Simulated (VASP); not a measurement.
# W (P6_3/mmc) in VASP: a series of runs

W is run at these levels: PBE; tasks: single point, relaxation of cell and atoms.

Everything below comes from runs of VASP 6.6.1. Logs are shortened: lines on timing, memory, paths and dates and some standing lists are left out, and cuts for length are marked.

## 1. The cell of the first run

The structure is hexagonal, space group P6_3/mmc (No. 194). The conventional cell has a = 2.776 Å, b = 2.776 Å, c = 4.950 Å, α = 90.00°, β = 90.00°, γ = 120.00°. W (site symmetry -6m2) has 12 W at 2.78 to 2.95 Å within 3.7 Å.

## 2. Single point, PBE

INCAR reads:

```
  ALGO = Normal
  EDIFF = 1E-6
  ENCUT = 520
  GGA = PE
  ISIF = 2
  ISMEAR = -1
  LASPH = True
  LCHARG = False
  LREAL = False
  LWAVE = False
  NBANDS = 21
  NELM = 80
  PREC = Accurate
  SIGMA = 0.05
```

KPOINTS reads:

```
k-points
0
Gamma
  19 19 10
```

POSCAR reads:

```
W
1.0
    2.7764073753      0.0000000000      0.0000000000
   -1.3882036876      2.4044393182      0.0000000000
    0.0000000000      0.0000000000      4.9504099456
W
2
Direct
    0.3333333333      0.6666666667      0.2500000000
    0.6666666667      0.3333333333      0.7500000000
```

Potentials or basis: VASP PAW PBE potentials, release 64 (W_sv).

Started as:

```sh
$ cat potpaw_PBE.64/W_sv/POTCAR > POTCAR
$ mpirun -np 1 vasp_std > vasp.out
```

OUTCAR:

```text
EDIFF = 1E-6
   ENCUT = 520
   GGA = PE
   ISIF = 2
   ISMEAR = -1
   LASPH = True
   LREAL = False
   NELM = 80
   PREC = Accurate

 ion  position               nearest neighbor table
   1  0.333  0.667  0.250-   2 2.95   2 2.95   2 2.95   2 2.95   2 2.95   2 2.95
   2  0.667  0.333  0.750-   1 2.95   1 2.95   1 2.95   1 2.95   1 2.95   1 2.95

  LATTYP: Found a hexagonal cell.
 ALAT       =     2.7764073753
 C/A-ratio  =     1.7830272278

  Lattice vectors:

 A1 = (   2.7764073753,   0.0000000000,   0.0000000000)
 A2 = (  -1.3882036876,   2.4044393182,   0.0000000000)
 A3 = (   0.0000000000,   0.0000000000,   4.9504099456)

Analysis of symmetry for initial positions (statically):
=====================================================================
 Subroutine PRICEL returns:
 Original cell was already a primitive cell.

 Routine SETGRP: Setting up the symmetry group for a
 hexagonal supercell.

 Subroutine GETGRP returns: Found 24 space group operations
 (whereof 12 operations were pure point group operations)
 out of a pool of 24 trial point group operations.

The static configuration has the point symmetry D_3d.
 The point group associated with its full space group is D_6h.

Analysis of symmetry for dynamics (positions and initial velocities):
=====================================================================
 Subroutine PRICEL returns:
 Original cell was already a primitive cell.

 Routine SETGRP: Setting up the symmetry group for a
 hexagonal supercell.

 Subroutine GETGRP returns: Found 24 space group operations
 (whereof 12 operations were pure point group operations)
 out of a pool of 24 trial point group operations.

The dynamic configuration has the point symmetry D_3d.
 The point group associated with its full space group is D_6h.

 Subroutine INISYM returns: Found 24 space group operations
 (whereof 12 operations are pure point group operations),
 and found     1 'primitive' translations

----------------------------------------------------------------------------------------

                                     Primitive cell

  volume of cell :      33.0475

  direct lattice vectors                    reciprocal lattice vectors
     2.776407375  0.000000000  0.000000000     0.360177692  0.207948687  0.000000000
    -1.388203688  2.404439318  0.000000000     0.000000000  0.415897375  0.000000000
     0.000000000  0.000000000  4.950409946     0.000000000  0.000000000  0.202003473

  length of vectors
     2.776407375  2.776407375  4.950409946     0.415897375  0.415897375  0.202003473

  position of ions in fractional coordinates (direct lattice)
     0.333333333  0.666666667  0.250000000
     0.666666667  0.333333333  0.750000000

  ion indices of the primitive-cell ions
   primitive index   ion index
                 1           1
                 2           2

----------------------------------------------------------------------------------------

 KPOINTS: k-points

Automatic generation of k-mesh.
 Grid dimensions read from file:
 generate k-points for:   19   19   10

 Generating k-lattice:

  Cartesian coordinates                     Fractional coordinates (reciprocal lattice)
     0.018956721  0.010944668  0.000000000     0.052631579  0.000000000  0.000000000
     0.000000000  0.021889336  0.000000000     0.000000000  0.052631579  0.000000000
     0.000000000  0.000000000  0.020200347     0.000000000  0.000000000  0.100000000

  Length of vectors
     0.021889336  0.021889336  0.020200347

  Shift w.r.t. Gamma in fractional coordinates (k-lattice)
     0.000000000  0.000000000  0.000000000

 Subroutine IBZKPT returns following result:
 ===========================================

 Found    240 irreducible k-points:

 Following reciprocal coordinates:
            Coordinates               Weight
  0.000000  0.000000  0.000000      1.000000
  0.052632 -0.000000  0.000000      6.000000
  0.105263 -0.000000  0.000000      6.000000
  0.157895 -0.000000  0.000000      6.000000
  0.210526  0.000000  0.000000      6.000000
  0.263158  0.000000  0.000000      6.000000
[... 16 lines left out ...]
  0.263158  0.105263  0.000000     12.000000
  0.315789  0.105263  0.000000     12.000000
 [... further k-points ...]
   k-points           NKPTS =    240   k-points in BZ     NKDIM =    240   number of bands    NBANDS=     21
   number of dos      NEDOS =    301   number of ions     NIONS =      2
   total plane-waves  NPLWV =  23040
   dimension x,y,z NGX =    24 NGY =   24 NGZ =   40
   dimension x,y,z NGXF=    48 NGYF=   48 NGZF=   80
   ions per type =               2
   NGX,Y,Z   is equivalent  to a cutoff of  14.37, 14.37, 13.43 a.u.
   NGXF,Y,Z  is equivalent  to a cutoff of  28.74, 28.74, 26.87 a.u.
 SYSTEM =  unknown system
   PREC   = accura    normal or accurate (medium, high low for compatibility)
   ISTART =      0    job   : 0-new  1-cont  2-samecut
   ICHARG =      2    charge: 1-file 2-atom 10-const
   ISPIN  =      1    spin polarized calculation?
   LNONCOLLINEAR =      F non collinear calculations
   LSORBIT =      F    spin-orbit coupling
   LASPH  =      T    aspherical Exc in radial PAW
   ENCUT  =  520.0 eV  38.22 Ry    6.18 a.u.   5.16  5.16  9.20*2*pi/ulx,y,z
   NELM   =     80;   NELMIN=  2; NELMDL= -5     # of ELM steps
   EDIFF  = 0.1E-05   stopping-criterion for ELM
   LREAL  =      F    real-space projection
   EDIFFG = 0.1E-04   stopping-criterion for IOM
   NSW    =      0    number of steps for IOM
   IBRION =     -1    ionic relax: 0-MD 1-quasi-New 2-CG
   NFREE  =      0    steps in history (QN), initial steepest desc. (CG)
   ISIF   =      2    stress and relaxation
   ISYM   =      2    0-nonsym 1-usesym 2-fastsym
   POTIM  = 0.5000    time-step for ionic-motion
   TEBEG  =    0.0;   TEEND  =   0.0 temperature during run
   PSTRESS=    0.0 pullay stress
   NELECT =      28.0000    total number of electrons
   NUPDOWN=      -1.0000    fix difference up-down
   EMIN   =  10.00;   EMAX   =-10.00  energy-range for DOS
   EFERMI =   0.00;   METHOD = LEGACY
   ISMEAR =    -1;   SIGMA  =   0.05  broadening in eV -4-tet -1-fermi 0-gaus
   EFERMI_NEDOS =   21; number of points for ismear=-14 and -15
   IALGO  =     38    algorithm
   IMIX   =      4    mixing-type and parameters
     AMIX     =   0.40;   BMIX     =  1.00
     AMIX_MAG =   1.60;   BMIX_MAG =  1.00
  volume/ion in A,a.u.               =      16.52       111.51
  Fermi-wavevector in a.u.,A,eV,Ry     =   1.549107  2.927388 32.650348  2.399733
  Thomas-Fermi vector in A             =   2.653962
   LORBIT       =      0    0 simple, 1 ext, 2 COOP (PROOUT), +10 PAW based schemes
   GGA     = PE    functional components
[... 5 lines left out ...]
 non-spin polarized calculation
  energy-cutoff  :      520.00
  volume of cell :       33.05
 maximum number of plane-waves:       902
 NGX is ok and might be reduce to    24
   NGX = 11   NGY = 11   NGZ = 19

 number of electron      28.0000002 magnetization

 Free energy of the ion-electron system (eV)
  ---------------------------------------------------
  ext. energy  EPLUGINS =         0.00000000
  ---------------------------------------------------
  free energy    TOTEN  =       -24.91749072 eV

  energy without entropy =      -24.90038450  energy(sigma->0) =      -24.90893761

 E-fermi :  10.4835     XC(G=0): -13.3890

 val. band max:       10.4820412199   @ k =   0.3684   0.1053   0.1000
 cond. band min:      10.4946545807   @ k =   0.2632   0.1579   0.0000
 fundamental gap:      0.0126133608
 Fermi energy:        10.4835292147

 k-point     1 :       0.0000    0.0000    0.0000
  band No.  band energies     occupation
      1     -63.2912      2.00000
      2     -63.2225      2.00000
      3     -27.9984      2.00000
      4     -27.1076      2.00000
      5     -26.9127      2.00000
      6     -26.9127      2.00000
[... 13 lines left out ...]
     20      14.7455      0.00000
     21      19.1987      0.00000

 k-point     2 :       0.0526   -0.0000    0.0000
  band No.  band energies     occupation
      1     -63.2881      2.00000
      2     -63.2202      2.00000
      3     -27.9887      2.00000
      4     -27.1086      2.00000
      5     -26.9447      2.00000
      6     -26.9214      2.00000
[... 13 lines left out ...]
     20      15.0540      0.00000
     21      19.1820      0.00000

 k-point     3 :       0.1053   -0.0000    0.0000
  band No.  band energies     occupation
      1     -63.2791      2.00000
      2     -63.2137      2.00000
      3     -27.9602      2.00000
      4     -27.1121      2.00000
      5     -27.0369      2.00000
      6     -26.9482      2.00000
[... 13 lines left out ...]
     20      15.7886      0.00000
     21      19.1131      0.00000

 k-point     4 :       0.1579   -0.0000    0.0000
  band No.  band energies     occupation
      1     -63.2651      2.00000
      2     -63.2037      2.00000
      3     -27.9149      2.00000
      4     -27.1783      2.00000
      5     -27.1187      2.00000
      6     -27.0897      2.00000
[... 13 lines left out ...]
     20      16.7121      0.00000
     21      18.9630      0.00000

 k-point     5 :       0.2105    0.0000    0.0000
  band No.  band energies     occupation
      1     -63.2475      2.00000
      2     -63.1914      2.00000
      3     -27.8555      2.00000
      4     -27.3523      2.00000
      5     -27.2610      2.00000
      6     -27.1295      2.00000
[... 13 lines left out ...]
     20      17.6982      0.00000
     21      18.7321      0.00000
[... 382 lines left out ...]
     20      18.2450      0.00000
     21      18.6692      0.00000

 k-point    22 :       0.2105    0.1053    0.0000
  band No.  band energies     occupation
      1     -63.2218      2.00000
      2     -63.1745      2.00000
      3     -27.7640      2.00000
      4     -27.5479      2.00000
      5     -27.4866      2.00000
      6     -27.1516      2.00000
[... 13 lines left out ...]
     20      18.4857      0.00000
     21      19.2288      0.00000

 k-point    23 :       0.2632    0.1053    0.0000
  band No.  band energies     occupation
      1     -63.2031      2.00000
      2     -63.1630      2.00000
      3     -27.7104      2.00000
      4     -27.6918      2.00000
      5     -27.6285      2.00000
      6     -27.1747      2.00000
[... 13 lines left out ...]
     20      18.4686      0.00000
     21      20.1608      0.00000

 k-point    24 :       0.3158    0.1053    0.0000
  band No.  band energies     occupation
      1     -63.1863      2.00000
      2     -63.1539      2.00000
      3     -27.8488      2.00000
      4     -27.7488      2.00000
      5     -27.6205      2.00000
      6     -27.2269      2.00000
[... 13 lines left out ...]
     20      18.8114      0.00000
     21      20.9682      0.00000

 [... further k-points ...]

------------------------ aborting loop because EDIFF is reached ----------------------------------------

  FORCE on cell =-STRESS in cart. coord.  units (eV):
  Direction    XX          YY          ZZ          XY          YZ          ZX
  --------------------------------------------------------------------------------------
  -------------------------------------------------------------------------------------
  Total        0.0990230      0.0990230      0.0651061      0.0000000      0.0000000      0.0000000
  in kB        4.8007439      4.8007439      3.1564153      0.0000000      0.0000000      0.0000000
  external PRESSURE =       4.2526344 kB  Pullay stress =       0.0000000 kB

 VOLUME and BASIS-vectors are now :
 -----------------------------------------------------------------------------
  energy-cutoff  :      520.00
  volume of cell :       33.05
      direct lattice vectors                 reciprocal lattice vectors
     2.776407375  0.000000000  0.000000000     0.360177692  0.207948687  0.000000000
    -1.388203688  2.404439318  0.000000000     0.000000000  0.415897375  0.000000000
     0.000000000  0.000000000  4.950409946     0.000000000  0.000000000  0.202003473

 POSITION                                       TOTAL-FORCE (eV/Angst)
 -----------------------------------------------------------------------------------
     -0.00000      1.60296      1.23760        -0.000000      0.000000      0.000000
      1.38820      0.80148      3.71281         0.000000     -0.000000      0.000000
 -----------------------------------------------------------------------------------
    total drift:                               -0.000000      0.000000     -0.000000

  FREE ENERGIE OF THE ION-ELECTRON SYSTEM (eV)
  ---------------------------------------------------
  free  energy   TOTEN  =       -24.9174907209 eV

  energy  without entropy=      -24.9003845013  energy(sigma->0) =      -24.90893761
```

It took 3.1 min on 1 thread of Intel Xeon 8259CL, shared host; peak memory 0.26 GiB.

Results:

| Property | Result |
| --- | --- |
| Free energy | -24.9175 eV |
| Pressure | 0.4 GPa |
| Band gap on the k mesh | zero (band 14 reaches 11.82 eV, above the bottom of band 15 at 10.08 eV) |

Caveat: spin-orbit coupling is left out, which moves the levels of the heavy elements.

## 3. Single point, PBE

This run uses another cell than the first one, of 16.69 Å³/atom, 1.010 times its volume.

INCAR reads:

```
SYSTEM = W
PREC = Accurate
ENCUT = 520
EDIFF = 1E-6
ISMEAR = -1
SIGMA = 0.05
LREAL = .FALSE.
LASPH = .TRUE.
NELM = 80
ALGO = Normal
ISIF = 2
LWAVE = .FALSE.
LCHARG = .FALSE.
GGA = PE
NBANDS = 21
```

KPOINTS reads:

```
regular mesh
0
G
  19 19 10
  0 0 0
```

POSCAR reads:

```
W
1.0
    2.7856313878      0.0000000000      0.0000000000
   -1.3928156939      2.4124275474      0.0000000000
    0.0000000000      0.0000000000      4.9668566111
W
2
Direct
    0.3333333333      0.6666666667      0.2500000000
    0.6666666667      0.3333333333      0.7500000000
```

Potentials or basis: VASP PAW PBE potentials, release 64 (W_sv).

Started as:

```sh
$ cat potpaw_PBE.64/W_sv/POTCAR > POTCAR
$ mpirun -np 1 vasp_std > vasp.out
```

It took 3 min on 1 thread of Intel Xeon 8259CL, shared host; peak memory 0.26 GiB.

It converged, with:

```
Free energy            : -24.9158 eV
Pressure               : -2.4 GPa
Band gap on the k mesh : zero (band 14 reaches 11.66 eV, above the bottom of band 15 at 9.95 eV)
```

Stress tensor (GPa, compression positive):
```
-2.49  0.00  0.00
 0.00 -2.49  0.00
 0.00  0.00 -2.08
```

Levels at points of the mesh, in eV from the Fermi level:
```tsv
k point	band 10	band 11	band 12	band 13	band 14	band 15	band 16	band 17	band 18	band 19
(0.00, 0.00, 0.00)	-5.81	-1.65	-0.40	-0.40	-0.33	0.16	0.16	1.99	1.99	4.21
(0.00, 0.00, 0.50)	-7.07	-2.10	-2.10	-0.36	-0.36	-0.36	-0.36	3.45	3.45	3.45
```

Caveat: spin-orbit coupling is left out, which moves the levels of the heavy elements.

(Part 1 of 2 ends here.)
